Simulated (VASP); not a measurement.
Write the native input for VASP 6.6.1 that does the following.

```yaml
Task: single point
Functional: PBEsol
Potentials_or_basis: VASP PAW PBE potentials, release 64 (C)
Cutoff: 520 eV
k_mesh: 21 × 21 × 6
Occupations: gaussian, width 0.15 eV
Spin: no spin polarisation
Dipole_correction: no
Further_INCAR_settings: ALGO = Normal; EDIFF = 1e-06; NBANDS = 16
```

The structure of C lies in POSCAR:

```
C
1.0
    1.2740713870     -2.0914904847      0.0000000000
    1.2740713870      2.0914904847      0.0000000000
    0.0000000000      0.0000000000      7.2475439420
C
4
Direct
    0.0833216498      0.9166783502      0.7498439858
    0.5833216498      0.4166783502      0.2501560142
    0.9166783502      0.0833216498      0.2501560142
    0.4166783502      0.5833216498      0.7498439858
```

The input as run:

INCAR

```
PREC = Accurate
ENCUT = 520
EDIFF = 1E-6
ISMEAR = 0
SIGMA = 0.15
LREAL = F
LASPH = T
NELM = 80
ALGO = Normal
ISIF = 2
LWAVE = F
LCHARG = F
GGA = PS
NBANDS = 16
```

KPOINTS

```
Automatic mesh
0
Gamma
  21 21 6
```

Potentials or basis: VASP PAW PBE potentials, release 64 (C).

Run with:

```bash
$ cat potpaw_PBE.64/C/POTCAR > POTCAR
$ mpirun -np 1 vasp_std > vasp.out
```

It gave:

```
Pressure      : -5.3 GPa
Largest force : 0.638 eV/Å
```

Caveat: the cell stands under tension; this functional lacks dispersion, which binds the layers, so the pressure and a relaxed spacing across them are unreliable; the PAW data sets were made with another functional, which shifts forces and pressure a little.

It took 4.4 min on 1 thread of Intel Xeon 8259CL (shared host), peak memory 0.31 GiB.
